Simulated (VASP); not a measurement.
Here is a VASP 6.6.1 calculation.

File INCAR:

```
SYSTEM = Sc
PREC = Accurate
ENCUT = 520
EDIFF = 1E-8
ISMEAR = -1
SIGMA = 0.03
LREAL = .False.
LASPH = .True.
NELM = 80
ALGO = Normal
ISIF = 2
LWAVE = .False.
LCHARG = .False.
GGA = PE
LEFG = .True.
NBANDS = 12
```

File KPOINTS:

```
regular mesh
0
Gamma
  15 15 15
  0 0 0
```

The input POSCAR:

```
Sc
1.0
    0.0000000000      2.3077279282      2.3077279282
    2.3077279282      0.0000000000      2.3077279282
    2.3077279282      2.3077279282      0.0000000000
Sc
1
Direct
    0.0000000000      0.0000000000      0.0000000000
```

Potentials or basis: VASP PAW PBE potentials, release 64 (Sc_sv).

Launch:

```console
$ cat potpaw_PBE.64/Sc_sv/POTCAR > POTCAR
$ mpirun -np 1 vasp_std > vasp.out
```

Q: Estimate the pressure.

A: 0.2 GPa.

Q: What does it give for the band gap on the k mesh?

A: Zero (an odd number of electrons rules out a gap without spin polarisation).
